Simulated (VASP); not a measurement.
Runs of VASP 6.6.1 on IrSe. The structure is that of space group F-43m (No. 216), or close to it. The cells are those of the table. 

```csv
level,potentials or basis,cell,gap on the mesh (eV),pressure (GPa)
PBE,"VASP PAW PBE potentials, release 64 (Ir, Se)","a = 3.934 Å, angles 60.0°, 2 atoms",none,0.3
PBE,"VASP PAW PBE potentials, release 64 (Ir, Se)","a = 3.881 Å, angles 60.0°, 2 atoms",none,6.1
LDA,"VASP PAW LDA potentials, release 64 (Ir, Se)","a = 3.934 Å, angles 60.0°, 2 atoms",none,-6.8
PBE,"VASP PAW PBE potentials, release 64 (Ir, Se)","a = 4.061 Å, angles 60.0°, 2 atoms",none,(a)
PBE,"VASP PAW PBE potentials, release 64 (Ir, Se)","a = 3.986 Å, angles 60.0°, 2 atoms",none,-4.1
PBEsol,"VASP PAW PBE potentials, release 64 (Ir, Se)","a = 3.934 Å, angles 60.0°, 2 atoms",none,(b)
PBE,"VASP PAW PBE potentials, release 64 (Ir, Se)","a = 3.960 Å, angles 60.0°, 2 atoms",none,-2.0
PBE,"VASP PAW PBE potentials, release 64 (Ir, Se)","a = 3.908 Å, angles 60.0°, 2 atoms",none,3.0
PBE,"VASP PAW PBE potentials, release 64 (Ir, Se)","a = 4.024 Å, angles 60.0°, 2 atoms",none,-6.8
PBE,"VASP PAW PBE potentials, release 64 (Ir, Se)","a = 3.861 Å, angles 60.0°, 2 atoms",none,8.6
```

Alike in all rows: task single point; no spin polarisation; k mesh 10 × 10 × 10; cutoff (eV) 520; smearing gaussian 0.05 eV.

Problem. Fill in the values left out.

Solution. (a) -9.0; (b) -4.5.

Caveats: spin-orbit coupling is left out, which moves the levels of the heavy elements; the cell stands under tension (at least some runs); the cell stands under pressure (at least some runs); the PAW data sets were made with another functional, which shifts forces and pressure a little (at least some runs).

A k mesh can miss the band edges, and the runs leave out spin-orbit coupling on Ir, Se.

A gap of «none» marks levels without a gap at the run's occupations.
